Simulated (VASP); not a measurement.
# Au (P6_3/mmc) in VASP: a series of runs

Runs on Au. Level: PBE. Tasks: single point, relaxation of cell and atoms.

All numbers are computed with VASP 6.6.1; they aren't measurements. Logs are shortened: lines on timing, memory, paths and dates and some standing lists are left out, and cuts for length are marked.

## Step 1: The cell of the first run

It takes space group P6_3/mmc (No. 194, hexagonal). The conventional cell has a = 2.487 Å, b = 2.487 Å, c = 4.120 Å, α = 90.00°, β = 90.00°, γ = 120.00°. Within 3.3 Å of Au (site symmetry -6m2) lie 12 Au at 2.49 to 2.51 Å.

## Step 2: Single point, PBE

INCAR

```
PREC = Accurate
ENCUT = 520
EDIFF = 1E-6
ISMEAR = -1
SIGMA = 0.1
LREAL = False
LASPH = True
NELM = 80
ALGO = Normal
ISIF = 2
LWAVE = False
LCHARG = False
GGA = PE
NBANDS = 18
```

KPOINTS

```
Automatic mesh
0
Gamma
  18 18 10
```

POSCAR

```
Au
1.0
    2.4866061438      0.0000000000      0.0000000000
   -1.2433030719      2.1534640897      0.0000000000
    0.0000000000      0.0000000000      4.1195233183
Au
2
Direct
    0.3333333333      0.6666666667      0.2500000000
    0.6666666667      0.3333333333      0.7500000000
```

Potentials or basis: VASP PAW PBE potentials, release 64 (Au).

Run with:

```bash
$ cat potpaw_PBE.64/Au/POTCAR > POTCAR
$ mpirun -np 1 vasp_std > vasp.out
```

OUTCAR:

```text
PREC = Accurate
   ENCUT = 520
   EDIFF = 1E-6
   ISMEAR = -1
   LREAL = False
   LASPH = True
   NELM = 80
   ISIF = 2
   GGA = PE

 ion  position               nearest neighbor table
   1  0.333  0.667  0.250-   2 2.51   2 2.51   2 2.51   2 2.51   2 2.51   2 2.51   2 3.53   2 3.53
                             2 3.53   2 3.53   2 3.53   2 3.53
   2  0.667  0.333  0.750-   1 2.51   1 2.51   1 2.51   1 2.51   1 2.51   1 2.51   1 3.53   1 3.53
                             1 3.53   1 3.53   1 3.53   1 3.53

  LATTYP: Found a hexagonal cell.
 ALAT       =     2.4866061438
 C/A-ratio  =     1.6566850881

  Lattice vectors:

 A1 = (   2.4866061438,   0.0000000000,   0.0000000000)
 A2 = (  -1.2433030719,   2.1534640897,   0.0000000000)
 A3 = (   0.0000000000,   0.0000000000,   4.1195233183)

Analysis of symmetry for initial positions (statically):
[... 35 lines left out ...]
                                     Primitive cell

  volume of cell :      22.0593

  direct lattice vectors                    reciprocal lattice vectors
     2.486606144  0.000000000  0.000000000     0.402154560  0.232184044  0.000000000
    -1.243303072  2.153464090  0.000000000     0.000000000  0.464368087  0.000000000
     0.000000000  0.000000000  4.119523318     0.000000000  0.000000000  0.242746532

  length of vectors
     2.486606144  2.486606144  4.119523318     0.464368087  0.464368087  0.242746532

  position of ions in fractional coordinates (direct lattice)
     0.333333333  0.666666667  0.250000000
     0.666666667  0.333333333  0.750000000

  ion indices of the primitive-cell ions
   primitive index   ion index
                 1           1
                 2           2

----------------------------------------------------------------------------------------

 KPOINTS: Automatic mesh

Automatic generation of k-mesh.
 Grid dimensions read from file:
 generate k-points for:   18   18   10

 Generating k-lattice:

  Cartesian coordinates                     Fractional coordinates (reciprocal lattice)
     0.022341920  0.012899114  0.000000000     0.055555556  0.000000000  0.000000000
     0.000000000  0.025798227  0.000000000     0.000000000  0.055555556  0.000000000
     0.000000000  0.000000000  0.024274653     0.000000000  0.000000000  0.100000000

  Length of vectors
     0.025798227  0.025798227  0.024274653

  Shift w.r.t. Gamma in fractional coordinates (k-lattice)
     0.000000000  0.000000000  0.000000000

 Subroutine IBZKPT returns following result:
 ===========================================

 Found    222 irreducible k-points:

 Following reciprocal coordinates:
            Coordinates               Weight
  0.000000  0.000000  0.000000      1.000000
  0.055556  0.000000  0.000000      6.000000
  0.111111  0.000000  0.000000      6.000000
  0.166667  0.000000  0.000000      6.000000
  0.222222  0.000000  0.000000      6.000000
  0.277778  0.000000  0.000000      6.000000
[... 16 lines left out ...]
  0.333333  0.111111  0.000000     12.000000
  0.388889  0.111111  0.000000     12.000000
 [... further k-points ...]
   k-points           NKPTS =    222   k-points in BZ     NKDIM =    222   number of bands    NBANDS=     18
   number of dos      NEDOS =    301   number of ions     NIONS =      2
   total plane-waves  NPLWV =  10368
   dimension x,y,z NGX =    18 NGY =   18 NGZ =   32
   dimension x,y,z NGXF=    36 NGYF=   36 NGZF=   64
   ions per type =               2
   NGX,Y,Z   is equivalent  to a cutoff of  12.03, 12.03, 12.91 a.u.
   NGXF,Y,Z  is equivalent  to a cutoff of  24.07, 24.07, 25.83 a.u.
 SYSTEM =  unknown system
   PREC   = accura    normal or accurate (medium, high low for compatibility)
   ISTART =      0    job   : 0-new  1-cont  2-samecut
   ICHARG =      2    charge: 1-file 2-atom 10-const
   ISPIN  =      1    spin polarized calculation?
   LNONCOLLINEAR =      F non collinear calculations
   LSORBIT =      F    spin-orbit coupling
   LASPH  =      T    aspherical Exc in radial PAW
   ENCUT  =  520.0 eV  38.22 Ry    6.18 a.u.   4.62  4.62  7.66*2*pi/ulx,y,z
   NELM   =     80;   NELMIN=  2; NELMDL= -5     # of ELM steps
   EDIFF  = 0.1E-05   stopping-criterion for ELM
   LREAL  =      F    real-space projection
   EDIFFG = 0.1E-04   stopping-criterion for IOM
   NSW    =      0    number of steps for IOM
   IBRION =     -1    ionic relax: 0-MD 1-quasi-New 2-CG
   NFREE  =      0    steps in history (QN), initial steepest desc. (CG)
   ISIF   =      2    stress and relaxation
   ISYM   =      2    0-nonsym 1-usesym 2-fastsym
   POTIM  = 0.5000    time-step for ionic-motion
   TEBEG  =    0.0;   TEEND  =   0.0 temperature during run
   PSTRESS=    0.0 pullay stress
   NELECT =      22.0000    total number of electrons
   NUPDOWN=      -1.0000    fix difference up-down
   EMIN   =  10.00;   EMAX   =-10.00  energy-range for DOS
   EFERMI =   0.00;   METHOD = LEGACY
   ISMEAR =    -1;   SIGMA  =   0.10  broadening in eV -4-tet -1-fermi 0-gaus
   EFERMI_NEDOS =   21; number of points for ismear=-14 and -15
   IALGO  =     38    algorithm
   IMIX   =      4    mixing-type and parameters
     AMIX     =   0.40;   BMIX     =  1.00
     AMIX_MAG =   1.60;   BMIX_MAG =  1.00
  volume/ion in A,a.u.               =      11.03        74.43
  Fermi-wavevector in a.u.,A,eV,Ry     =   1.635630  3.090893 36.399490  2.675287
  Thomas-Fermi vector in A             =   2.727071
   LORBIT       =      0    0 simple, 1 ext, 2 COOP (PROOUT), +10 PAW based schemes
   GGA     = PE    functional components
   LHFCALC =     F    Hartree Fock is set to
   AEXX    =    0.0000 exact exchange contribution
   IVDW    =     0    specifies the selected vdW correction
   LEPSILON=     F    determine dielectric tensor
   LRPA    =     F    only Hartree local field effects (RPA)
 non-spin polarized calculation
  energy-cutoff  :      520.00
  volume of cell :       22.06
 maximum number of plane-waves:       609
   NGX =  9   NGY =  9   NGZ = 15

 number of electron      22.0000001 magnetization

 Free energy of the ion-electron system (eV)
  ---------------------------------------------------
  ext. energy  EPLUGINS =         0.00000000
  ---------------------------------------------------
  free energy    TOTEN  =         0.53588243 eV

  energy without entropy =        0.54933961  energy(sigma->0) =        0.54261102

 E-fermi :  19.1412     XC(G=0): -15.4619

 val. band max:       19.0782973770   @ k =   0.3889   0.1111   0.2000
 cond. band min:      19.1609525066   @ k =   0.3889   0.1111   0.4000
 fundamental gap:      0.0826551296
 Fermi energy:        19.1411550271

 k-point     1 :       0.0000    0.0000    0.0000
  band No.  band energies     occupation
      1       3.3015      2.00000
      2       6.1058      2.00000
      3      10.5892      2.00000
      4      10.9569      2.00000
      5      10.9569      2.00000
      6      11.6856      2.00000
[... 10 lines left out ...]
     17      41.4305      0.00000
     18      41.4333      0.00000

 k-point     2 :       0.0556    0.0000    0.0000
  band No.  band energies     occupation
      1       3.4519      2.00000
      2       6.2393      2.00000
      3      10.4426      2.00000
      4      11.0731      2.00000
      5      11.0825      2.00000
      6      11.6036      2.00000
[... 10 lines left out ...]
     17      39.9753      0.00000
     18      40.9527      0.00000

 k-point     3 :       0.1111    0.0000    0.0000
  band No.  band energies     occupation
      1       3.8880      2.00000
      2       6.6100      2.00000
      3      10.1271      2.00000
      4      11.2410      2.00000
      5      11.4539      2.00000
      6      11.4978      2.00000
[... 10 lines left out ...]
     17      38.1762      0.00000
     18      39.3041      0.00000

 k-point     4 :       0.1667    0.0000    0.0000
  band No.  band energies     occupation
      1       4.5603      2.00000
      2       7.1019      2.00000
      3       9.8091      2.00000
      4      11.0049      2.00000
      5      11.0498      2.00000
      6      11.9076      2.00000
[... 10 lines left out ...]
     17      36.9683      0.00000
     18      38.0223      0.00000

 k-point     5 :       0.2222    0.0000    0.0000
  band No.  band energies     occupation
      1       5.3691      2.00000
      2       7.4416      2.00000
      3       9.7517      2.00000
      4      10.0002      2.00000
      5      10.7718      2.00000
      6      11.8835      2.00000
[... 10 lines left out ...]
     17      37.2343      0.00000
     18      37.3184      0.00000

 k-point     6 :       0.2778    0.0000    0.0000
  band No.  band energies     occupation
      1       6.1409      2.00000
      2       7.3906      2.00000
      3       9.0866      2.00000
      4      10.0965      2.00000
      5      10.8131      2.00000
      6      11.5368      2.00000
[... 10 lines left out ...]
     17      37.8493      0.00000
     18      38.4175      0.00000

 k-point     7 :       0.3333    0.0000    0.0000
  band No.  band energies     occupation
      1       6.6479      2.00000
      2       7.1464      2.00000
      3       8.3503      2.00000
      4      10.5781      2.00000
      5      11.2401      2.00000
      6      11.2757      2.00000
[... 10 lines left out ...]
     17      36.5610      0.00000
     18      37.8537      0.00000

 k-point     8 :       0.3889    0.0000    0.0000
  band No.  band energies     occupation
      1       6.7054      2.00000
      2       7.0444      2.00000
      3       7.8120      2.00000
      4      11.0148      2.00000
      5      11.1604      2.00000
      6      11.5115      2.00000
[... 10 lines left out ...]
     17      33.7000      0.00000
     18      37.4170      0.00000
[... 229 lines left out ...]
     17      35.9297      0.00000
     18      38.0368      0.00000

 k-point    20 :       0.1667    0.1111    0.0000
  band No.  band energies     occupation
      1       5.7570      2.00000
      2       7.8514      2.00000
      3       9.2504      2.00000
      4       9.8029      2.00000
      5      10.8377      2.00000
      6      11.2422      2.00000
[... 10 lines left out ...]
     17      36.5216      0.00000
     18      38.4462      0.00000

 k-point    21 :       0.2222    0.1111    0.0000
  band No.  band energies     occupation
      1       6.5602      2.00000
      2       7.8476      2.00000
      3       8.9902      2.00000
      4       9.4604      2.00000
      5      10.8902      2.00000
      6      10.9476      2.00000
[... 10 lines left out ...]
     17      37.2130      0.00000
     18      38.6860      0.00000

 k-point    22 :       0.2778    0.1111    0.0000
  band No.  band energies     occupation
      1       7.1316      2.00000
      2       7.5623      2.00000
      3       8.3207      2.00000
      4      10.0246      2.00000
      5      10.7540      2.00000
      6      11.2376      2.00000
[... 10 lines left out ...]
     17      36.7140      0.00000
     18      37.3564      0.00000

 k-point    23 :       0.3333    0.1111    0.0000
  band No.  band energies     occupation
      1       7.2137      2.00000
      2       7.4436      2.00000
      3       7.8255      2.00000
      4      10.6597      2.00000
      5      10.7386      2.00000
      6      11.6177      2.00000
[... 10 lines left out ...]
     17      34.3228      0.00000
     18      37.0052      0.00000

 k-point    24 :       0.3889    0.1111    0.0000
  band No.  band energies     occupation
      1       7.0373      2.00000
      2       7.4860      2.00000
      3       7.5221      2.00000
      4      10.6472      2.00000
      5      11.3463      2.00000
      6      11.3822      2.00000
[... 10 lines left out ...]
     17      32.3115      0.00000
     18      36.5570      0.00000

 [... further k-points ...]
[... 5 lines left out ...]
  --------------------------------------------------------------------------------------
  -------------------------------------------------------------------------------------
  Total       37.3450723     37.3450723     37.3712528      0.0000000      0.0000000      0.0000000
  in kB     2712.3909381   2712.3909380   2714.2924394      0.0000000      0.0000000      0.0000000
  external PRESSURE =    2713.0247718 kB  Pullay stress =       0.0000000 kB

 VOLUME and BASIS-vectors are now :
 -----------------------------------------------------------------------------
  energy-cutoff  :      520.00
  volume of cell :       22.06
      direct lattice vectors                 reciprocal lattice vectors
     2.486606144  0.000000000  0.000000000     0.402154560  0.232184044  0.000000000
    -1.243303072  2.153464090  0.000000000     0.000000000  0.464368087  0.000000000
     0.000000000  0.000000000  4.119523318     0.000000000  0.000000000  0.242746532

 POSITION                                       TOTAL-FORCE (eV/Angst)
 -----------------------------------------------------------------------------------
     -0.00000      1.43564      1.02988        -0.000000      0.000000      0.000000
      1.24330      0.71782      3.08964         0.000000     -0.000000      0.000000
 -----------------------------------------------------------------------------------
    total drift:                               -0.000000      0.000000     -0.000000

  FREE ENERGIE OF THE ION-ELECTRON SYSTEM (eV)
  ---------------------------------------------------
  free  energy   TOTEN  =         0.5358824331 eV

  energy  without entropy=        0.5493396069  energy(sigma->0) =        0.54261102
```

Wall time 25 s (1 thread of Intel Xeon 6975P-C (Granite Rapids), shared host); peak memory 0.19 GiB.

What came out:

| Property | Result |
| --- | --- |
| Free energy | 0.5359 eV |
| Pressure | 271.3 GPa |
| Band gap on the k mesh | zero (band 11 reaches 25.06 eV, above the bottom of band 12 at 15.02 eV) |

Levels at points of the mesh, in eV from the Fermi level:
```
           k point  band 7  band 8  band 9  band 10  band 11  band 12  band 13  band 14  band 15  band 16
(0.00, 0.00, 0.00)   -7.46   -6.21   -6.21    -3.73    -3.22    -3.22     5.52    12.60    14.52    16.04
(0.50, 0.00, 0.00)   -6.93   -2.53   -2.49    -2.08     0.49     2.58     7.17     9.17    10.84    10.90
(0.00, 0.00, 0.50)   -8.27   -8.27   -4.12    -4.12    -4.12    -4.12    11.97    11.97    15.33    15.33
(0.50, 0.00, 0.50)   -4.24   -4.24   -2.27    -2.27    -0.52    -0.52     6.74     6.74    14.50    14.50
```

Caveat: spin-orbit coupling is left out, which moves the levels of the heavy elements.

(Part 1 of 2 ends here.)
